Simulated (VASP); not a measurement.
NaH: single point with PBE

The system is NaH.

```xyz
4
Lattice="3.9533 0.0000 0.0000 -1.9767 3.4237 0.0000 0.0000 0.0000 4.8283" Properties=species:S:1:pos:R:3 pbc="T T T"
Na    0.0000    2.2824    1.2071
Na    1.9767    1.1412    3.6212
H     1.9767    1.1412    1.2071
H     0.0000    2.2824    3.6212
```

```json
{
  "Program": "VASP 6.6.1",
  "Task": "single point",
  "Functional": "PBE",
  "Potentials or basis": "VASP PAW PBE potentials, release 64 (Na_pv, H)",
  "Cutoff": "520 eV",
  "k mesh": "6 × 6 × 4",
  "Occupations": "gaussian, width 0.01 eV",
  "Spin": "no spin polarisation",
  "Dipole correction": "no",
  "Further INCAR settings": "ALGO = Normal; EDIFF = 1e-06; NBANDS = 16"
}
```

| Item | Value |
| --- | --- |
| Pressure | 0.3 GPa |
| Band gap on the k mesh | 3.33 eV, indirect (least direct gap 4.24 eV) |

Stress tensor (GPa, compression positive):
```
0.31 0.00 0.00
0.00 0.31 0.00
0.00 0.00 0.42
```

Levels at points of the mesh, in eV from the valence-band top:
```csv
k point,band 6,band 7,band 8,band 9,band 10,band 11
"(0.00, 0.00, 0.00)",-22.21,-3.34,-0.02,4.91,7.97,10.30
"(0.50, 0.00, 0.00)",-22.23,-1.51,-0.61,3.87,7.55,7.61
"(0.00, 0.00, 0.50)",-22.25,-2.02,-2.02,6.94,6.94,11.07
"(0.50, 0.00, 0.50)",-22.22,-0.82,-0.82,3.96,3.96,8.52
```

Wall time 17 s on 1 thread of Intel(R) Xeon(R) Platinum 8488C (Sapphire Rapids) (shared host), peak memory 0.17 GiB.

A k mesh can miss the band edges. As with any semilocal functional, this PBE gap is likely too small.
